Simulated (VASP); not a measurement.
# H19NO8 in VASP: further runs

Runs on H19NO8. Level: PBE+D3(BJ). Tasks: single point.

Program: VASP 6.6.1. These are calculated values, not measurements. Logs are shortened: lines on timing, memory, paths and dates and some standing lists are left out, and cuts for length are marked.

**1. The cell of the first run**

The cell holds an amorphous packing of atoms, 28 atoms: a = 6.066 Å, b = 6.066 Å, c = 6.066 Å, α = 90.00°, β = 90.00°, γ = 90.00°.

**2. Single point, PBE+D3(BJ)**

Contents of INCAR:

```
PREC = Accurate
ENCUT = 520
EDIFF = 1E-6
ISMEAR = -1
SIGMA = 0.05
LREAL = Auto
LASPH = True
NELM = 80
ALGO = Normal
ISIF = 2
LWAVE = False
LCHARG = False
GGA = PE
IVDW = 12
NBANDS = 56
```

Contents of KPOINTS:

```
Automatic mesh
0
Gamma
  1 1 1
```

Contents of POSCAR:

```
H19NO8
1.0
    6.0659390000      0.0000000000      0.0000000000
    0.0000000000      6.0659390000      0.0000000000
    0.0000000000      0.0000000000      6.0659390000
O H N
8 19 1
Direct
    0.3349028073      0.2943649780      0.4667702725
    0.7494800063      0.5525607824      0.2453536048
    0.8311656283      0.2281262637      0.8637739351
    0.9497952419      0.8022500721      0.7155034035
    1.1242777087      0.5564348735      0.0253546895
   -0.0225686411      0.0636834627      0.3245993737
    0.5488350608      0.6616288097      0.7208776745
    0.5528080648      0.9516910737      0.4044221348
    0.4069938718      0.1464571272      0.4485702873
    0.3769243311      0.3704785030      0.3249620545
    0.6403295516      0.5807509769      0.1326917399
    0.8209775931      0.4048342722      0.2335335057
    0.7481117103      0.1997712143      0.7318899844
    0.9101146583      0.0894338041      0.8835400422
    1.0317940883      0.7082497862      0.8304732375
    1.0617976871      0.8073440897      0.5855977121
    0.9965151315      0.5988685346      0.1186296137
    1.0630176136      0.4279304490     -0.0544351006
    0.1022595183      0.1225531612      0.4164565453
    0.0498191624     -0.0165514358      0.2104702998
    0.4773374740      0.5175620790      0.6806695550
    0.7062550415      0.6545400473      0.7247847365
    0.7111677186      0.9780184074      0.4093842685
    0.5107041136      0.8382873616      0.5223758432
    0.4943834747      0.0495224235      1.0259747089
    0.3366997261     -0.1237566022      0.8883702919
    0.3174281838      0.1511390075      0.8818585218
    0.3330894030      0.0228324090      0.9834421348
```

Potentials or basis: VASP PAW PBE potentials, release 64 (O, H, N).

Launch:

```sh
cat potpaw_PBE.64/O/POTCAR potpaw_PBE.64/H/POTCAR potpaw_PBE.64/N/POTCAR > POTCAR
mpirun -np 1 vasp_gam > vasp.out
```

OUTCAR:

```text
PREC = Accurate
   ENCUT = 520
   EDIFF = 1E-6
   ISMEAR = -1
   LREAL = Auto
   LASPH = True
   NELM = 80
   ISIF = 2
   GGA = PE
   IVDW = 12
 IVDW          = 12

 ion  position               nearest neighbor table
   1  0.335  0.294  0.467-   9 1.00  10 1.01
   2  0.749  0.553  0.245-  11 0.97  12 1.00
   3  0.831  0.228  0.864-  13 0.96  14 0.98
   4  0.950  0.802  0.716-  15 1.03  16 1.04
   5  0.124  0.556  0.025-  18 0.99  17 0.99
   6  0.977  0.064  0.325-  20 0.95  19 1.01
   7  0.549  0.662  0.721-  22 0.96  21 1.01
   8  0.553  0.952  0.404-  23 0.97  24 1.02
   9  0.407  0.146  0.449-   1 1.00
  10  0.377  0.370  0.325-   1 1.01
  11  0.640  0.581  0.133-   2 0.97
  12  0.821  0.405  0.234-   2 1.00
  13  0.748  0.200  0.732-   3 0.96
  14  0.910  0.089  0.884-   3 0.98
[... 11 lines left out ...]
  26  0.337  0.876  0.888-  28 1.06
  27  0.317  0.151  0.882-  28 1.00
  28  0.333  0.023  0.983-  27 1.00  25 1.02  26 1.06

  LATTYP: Found a simple cubic cell.
 ALAT       =     6.0659390000

  Lattice vectors:

 A1 = (   6.0659390000,   0.0000000000,   0.0000000000)
 A2 = (   0.0000000000,   6.0659390000,   0.0000000000)
 A3 = (   0.0000000000,   0.0000000000,   6.0659390000)

Analysis of symmetry for initial positions (statically):
=====================================================================
 Subroutine PRICEL returns:
 Original cell was already a primitive cell.

 Routine SETGRP: Setting up the symmetry group for a
 simple cubic supercell.

 Subroutine GETGRP returns: Found  1 space group operations
 (whereof  1 operations were pure point group operations)
 out of a pool of 48 trial point group operations.

The static configuration has the point symmetry C_1 .

Analysis of symmetry for dynamics (positions and initial velocities):
=====================================================================
 Subroutine PRICEL returns:
 Original cell was already a primitive cell.

 Routine SETGRP: Setting up the symmetry group for a
 simple cubic supercell.

 Subroutine GETGRP returns: Found  1 space group operations
 (whereof  1 operations were pure point group operations)
 out of a pool of 48 trial point group operations.

The dynamic configuration has the point symmetry C_1 .

[... 126 lines left out ...]
   EDIFF  = 0.1E-05   stopping-criterion for ELM
   LREAL  =      T    real-space projection
   EDIFFG = 0.1E-04   stopping-criterion for IOM
   NSW    =      0    number of steps for IOM
   IBRION =     -1    ionic relax: 0-MD 1-quasi-New 2-CG
   NFREE  =      0    steps in history (QN), initial steepest desc. (CG)
   ISIF   =      2    stress and relaxation
   ISYM   =      2    0-nonsym 1-usesym 2-fastsym
   POTIM  = 0.5000    time-step for ionic-motion
   TEBEG  =    0.0;   TEEND  =   0.0 temperature during run
   PSTRESS=    0.0 pullay stress
   NELECT =      72.0000    total number of electrons
   NUPDOWN=      -1.0000    fix difference up-down
   EMIN   =  10.00;   EMAX   =-10.00  energy-range for DOS
   EFERMI =   0.00;   METHOD = LEGACY
   ISMEAR =    -1;   SIGMA  =   0.05  broadening in eV -4-tet -1-fermi 0-gaus
   EFERMI_NEDOS =   21; number of points for ismear=-14 and -15
   IALGO  =     38    algorithm
   IMIX   =      4    mixing-type and parameters
     AMIX     =   0.40;   BMIX     =  1.00
     AMIX_MAG =   1.60;   BMIX_MAG =  1.00
  volume/ion in A,a.u.               =       7.97        53.79
  Fermi-wavevector in a.u.,A,eV,Ry     =   1.122762  2.121712 17.151423  1.260594
  Thomas-Fermi vector in A             =   2.259424
   LORBIT       =      0    0 simple, 1 ext, 2 COOP (PROOUT), +10 PAW based schemes
   GGA     = PE    functional components
   LHFCALC =     F    Hartree Fock is set to
   AEXX    =    0.0000 exact exchange contribution
   IVDW    =    12    specifies the selected vdW correction
   LEPSILON=     F    determine dielectric tensor
   LRPA    =     F    only Hartree local field effects (RPA)
 non-spin polarized calculation
  energy-cutoff  :      520.00
  volume of cell :      223.20
 maximum number of plane-waves:      3016
 NGX is ok and might be reduce to    48
   NGX = 23   NGY = 23   NGZ = 23

 number of electron      72.0000008 magnetization

 Free energy of the ion-electron system (eV)
  ---------------------------------------------------
  ext. energy  EPLUGINS =         0.00000000
  ---------------------------------------------------
  free energy    TOTEN  =      -135.18025787 eV

  energy without entropy =     -135.18025787  energy(sigma->0) =     -135.18025787

 E-fermi :  -0.7953     XC(G=0):  -7.7574

 val. band max:       -2.0882276736   @ k =   0.0000   0.0000   0.0000
 cond. band min:       1.8096667506   @ k =   0.0000   0.0000   0.0000
 fundamental gap:      3.8978944242
 Fermi energy:        -0.7952766534

 k-point     1 :       0.0000    0.0000    0.0000
  band No.  band energies     occupation
      1     -21.9891      2.00000
      2     -21.5559      2.00000
      3     -21.4641      2.00000
      4     -21.2613      2.00000
      5     -21.1855      2.00000
      6     -20.8172      2.00000
[... 40 lines left out ...]
     47       7.9748      0.00000
     48       8.3087      0.00000
 [bands above 48 left out]

------------------------ aborting loop because EDIFF is reached ----------------------------------------

 Edisp (eV)   -1.21881

 E8    (eV) :    -0.2520

  FORCE on cell =-STRESS in cart. coord.  units (eV):
  Direction    XX          YY          ZZ          XY          YZ          ZX
  --------------------------------------------------------------------------------------
  -------------------------------------------------------------------------------------
  Total       2.93005     0.98327     0.68643    -2.19958    -0.59881     1.09794
  in kB      21.03255     7.05809     4.92737   -15.78909    -4.29841     7.88128
  external pressure =       11.01 kB  Pullay stress =        0.00 kB

 VOLUME and BASIS-vectors are now :
 -----------------------------------------------------------------------------
  energy-cutoff  :      520.00
  volume of cell :      223.20
      direct lattice vectors                 reciprocal lattice vectors
     6.065939000  0.000000000  0.000000000     0.164854938  0.000000000  0.000000000
     0.000000000  6.065939000  0.000000000     0.000000000  0.164854938  0.000000000
     0.000000000  0.000000000  6.065939000     0.000000000  0.000000000  0.164854938

 POSITION                                       TOTAL-FORCE (eV/Angst)
 -----------------------------------------------------------------------------------
      2.03150      1.78560      2.83140        -0.290938      1.611354     -0.644220
      4.54630      3.35180      1.48830         0.987310     -0.523950      0.850419
      5.04180      1.38380      5.23960         0.226176      0.342755      0.525648
      5.76140      4.86640      4.34020         2.525447     -0.358449     -1.220462
      0.75386      3.37530      0.15380         0.206931     -0.207055     -0.510733
      5.92904      0.38630      1.96900        -0.348683      0.637107      1.533839
[... 20 lines left out ...]
      1.92550      0.91680      5.34930        -0.706364      0.690541     -1.168190
      2.02050      0.13850      5.96550         0.364684     -1.361590     -0.104550
 -----------------------------------------------------------------------------------
    total drift:                                0.003408      0.003100      0.001131

  FREE ENERGIE OF THE ION-ELECTRON SYSTEM (eV)
  ---------------------------------------------------
  free  energy   TOTEN  =      -136.3990668962 eV

  energy  without entropy=     -136.3990668962  energy(sigma->0) =     -136.39906690
```

It took 15 s on 1 thread of AMD EPYC 9R45 (Zen 5), shared host; peak memory 0.28 GiB.

What came out:

* Free energy: -136.3991 eV
* Pressure: 1.1 GPa
* Largest force: 3.109 eV/Å
* Band gap on the k mesh: 3.90 eV
* Dispersion energy per atom: -0.044 eV

Forces on the atoms (eV/Å):
```
O   -0.291  1.611 -0.644
O    0.987 -0.524  0.850
O    0.226  0.343  0.526
O    2.525 -0.358 -1.220
O    0.207 -0.207 -0.511
O   -0.349  0.637  1.534
O   -2.830 -1.244  0.332
O   -1.188 -0.730  0.712
H    1.005 -0.368 -0.152
H   -0.644 -0.581  1.296
H   -0.091 -0.403 -0.442
H   -1.155  0.434 -0.260
H   -0.329  0.020 -0.599
H    0.088 -0.272 -0.169
H   -0.197  0.510 -0.381
H   -2.076  0.026  1.732
H    0.036 -0.035  0.213
H    0.004 -0.016  0.235
H   -0.562  0.388 -0.759
H    0.994 -0.290 -1.134
H    0.803  0.794 -0.030
H    1.365 -0.107 -0.473
H    0.571 -0.171  0.014
H    1.156  0.441 -0.691
H   -0.089 -0.577  0.574
H    0.178  1.351  0.722
H   -0.706  0.691 -1.168
N    0.365 -1.362 -0.105
```

Caveat: the k points lie up to 1.04 Å⁻¹ apart.

**3. Single point, PBE+D3(BJ)**

INCAR: that of step 2 with these lines changed.

```diff
@@ -7,3 +7,3 @@
 LASPH = True
-NELM = 80
+NELM = 60
 ALGO = Normal
```

KPOINTS is that of step 2.

Contents of POSCAR:

```
H19NO8
1.0
    6.0659390000      0.0000000000      0.0000000000
    0.0000000000      6.0659390000      0.0000000000
    0.0000000000      0.0000000000      6.0659390000
O H N
8 19 1
Direct
    0.3070093517      0.3574384774      0.4393054398
    0.6948141087      0.5104073747      0.2015681331
    0.8679282795      0.2474802335      0.8840346070
    0.9445858259      0.8400677949      0.6944349424
    1.1554352920      0.5566326994      0.0394003303
    0.1186460991     -0.0473957948      0.2666858338
    0.5532531732      0.5793661954      0.7324010347
    0.6500724785      1.0175835926      0.3623016981
    0.4105217675      0.2457822276      0.3877058441
    0.2675265940      0.4186985725      0.2889412505
    0.6230032976      0.5162267540      0.0570727797
    0.7423747585      0.3686815842      0.2343248094
    0.7628991983      0.3275337916      0.8052339465
    0.8813639570      0.1357250708      0.7609539100
    1.0658860895      0.7577886952      0.7684548097
    0.9987241876      0.8253627344      0.5515551673
    1.0546924392      0.6824499884      0.0827901500
    1.0584676173      0.4353654067      0.0055720969
    0.1322796025      0.0769377997      0.3606531487
    0.2225047103      0.0045664818      0.1541228819
    0.5319704006      0.4901467028      0.5916478883
    0.6874450930      0.6718663013      0.6959516078
    0.7641356103      1.0431196225      0.2631084816
    0.5760031547      0.8670380629      0.3332707434
    0.5161278410      0.1419895584      0.9269793185
    0.4743371142     -0.1227345016      0.8625375230
    0.3008767480      0.0846859818      0.7568819930
    0.3971850030      0.0268713550      0.8917333326
```

Potentials or basis: VASP PAW PBE potentials, release 64 (O, H, N).

Launch:

```sh
cat potpaw_PBE.64/O/POTCAR potpaw_PBE.64/H/POTCAR potpaw_PBE.64/N/POTCAR > POTCAR
mpirun -np 1 vasp_gam > vasp.out
```

Wall time 14 s (1 thread of AMD EPYC 9R45 (Zen 5), shared host); peak memory 0.27 GiB.

It converged, with:

| Item | Value |
| --- | --- |
| Free energy | -136.0748 eV |
| Pressure | 1.9 GPa |
| Largest force | 4.148 eV/Å |
| Band gap on the k mesh | 4.00 eV |
| Dispersion energy per atom | -0.044 eV |

Forces in eV/Å, atoms in the order of the input:
```
O   -0.468 -0.204 -1.247
O   -0.694  2.881 -0.178
O    1.257 -2.330 -0.703
O    0.231 -0.634  2.223
O   -0.127  1.846  0.515
O   -0.398 -0.692 -0.267
O    1.515 -0.198 -1.358
O   -3.323 -1.717  1.793
H    0.685 -0.569  0.322
H   -0.144  0.558  0.828
H    0.092 -0.377  0.159
H    0.525 -1.969 -0.033
H   -2.004  2.518 -0.617
H    0.839 -0.346  1.445
H   -0.526  0.179  0.525
H    0.400  0.044 -3.048
H    0.989 -1.330  0.154
H   -0.715 -0.668 -0.620
H   -0.221  1.295  1.400
H    0.558 -0.561 -1.477
H   -0.730  0.886  1.132
H   -0.592 -0.421  0.322
H    1.828 -0.446 -1.833
H    1.450  2.104  0.125
H   -0.298 -0.324 -0.248
H   -0.627  0.633 -0.312
H    1.216 -0.744  1.219
N   -0.716  0.585 -0.222
```

Stress tensor (GPa, compression positive):
```
 2.41 -0.68 -2.14
-0.68  1.11  0.39
-2.14  0.39  2.10
```

Levels at points of the mesh, in eV from the valence-band top:
| k point | band 33 | band 34 | band 35 | band 36 | band 37 | band 38 | band 39 | band 40 |
| --- | --- | --- | --- | --- | --- | --- | --- | --- |
| (0.00, 0.00, 0.00) | -0.98 | -0.90 | -0.71 | 0.00 | 4.00 | 7.30 | 7.81 | 8.08 |

Caveat: the k points lie up to 1.04 Å⁻¹ apart.
